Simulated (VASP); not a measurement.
The system is NaCl.

```xyz
4
Lattice="4.7211 0.0000 0.0000 -2.3605 4.0886 0.0000 0.0000 0.0000 5.5695" Properties=species:S:1:pos:R:3 pbc="T T T"
Na    0.0000    2.7257   -0.3481
Na    2.3605    1.3629    2.4367
Cl    0.0000    2.7257    2.4366
Cl    2.3605    1.3629    5.2214
```

Base run:

```yaml
Program: VASP 6.6.1
Functional: r2SCAN
Potentials_or_basis: VASP PAW PBE potentials, release 64 (Na_pv, Cl)
Cutoff: 520 eV
k_mesh: 6 × 6 × 6
Occupations: gaussian, width 0.01 eV
Spin: no spin polarisation
```

Its results: band gap on the k mesh 5.47 eV; pressure -0.2 GPa.

Q: The run is repeated on the same cell with these changes: functional from r2SCAN to PBE. What comes out?

A: Band gap on the k mesh 4.84 eV; pressure 0.8 GPa.

Caveats: the PAW data sets were made with another functional, which shifts forces and pressure a little (at least some runs).

A k mesh can miss the band edges.
